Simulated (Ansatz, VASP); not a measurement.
## I: VASP beside Ansatz

Contents of INCAR:

```
PREC = Accurate
ENCUT = 520
EDIFF = 1E-6
ISMEAR = -1
SIGMA = 0.1
LREAL = F
LASPH = T
NELM = 100
ALGO = Normal
ISIF = 2
LWAVE = F
LCHARG = T
GGA = PE
LELF = T
LVHAR = T
NBANDS = 10
```

File KPOINTS:

```
regular mesh
0
Gamma
  13 13 13
```

File POSCAR:

```
I
1.0
   -1.8924906588      1.8924906588      1.8924906588
    1.8924906588     -1.8924906588      1.8924906588
    1.8924906588      1.8924906588     -1.8924906588
I
1
Direct
    0.0000000000      0.0000000000      0.0000000000
```

Input for Ansatz:

```yaml
crystal:
  lattice:
    - [-1.8924906588, 1.8924906588, 1.8924906588]
    - [1.8924906588, -1.8924906588, 1.8924906588]
    - [1.8924906588, 1.8924906588, -1.8924906588]
  atoms:
    - { symbol: I, position: [0.0, 0.0, 0.0] }
kpoints:
  mp_grid: { grid: [13, 13, 13] }
scf:
  occupations: { method: fermi_dirac, width: 0.1 }
hamiltonian:
  xc: pbe
  pseudopotentials: { kind: all_electron, lapw: { basis_error: 0.001 } }
output:
  forces: true
  stress: true
  eigenvalues: true
  populations: true
```

Change from the starting cell: volume scaled by 0.75, LAPW.

Alike in both runs: task single point; functional PBE; k mesh 13 × 13 × 13; occupations fermi-dirac, width 0.1 eV; no spin polarisation.

```csv
,VASP,Ansatz
version,VASP 6.6.1,Ansatz 0.2.0
potentials or method,"VASP PAW PBE potentials, release 64 (I), cutoff 520 eV","all-electron LAPW, scalar-relativistic"
```

|  | VASP | Ansatz | Ansatz less VASP |
| --- | --- | --- | --- |
| pressure (GPa) | 13.8 | 13.9 | +0.09 |

Ansatz ran all-electron here, and VASP with PAW potentials.

Neither program's run includes spin-orbit coupling.
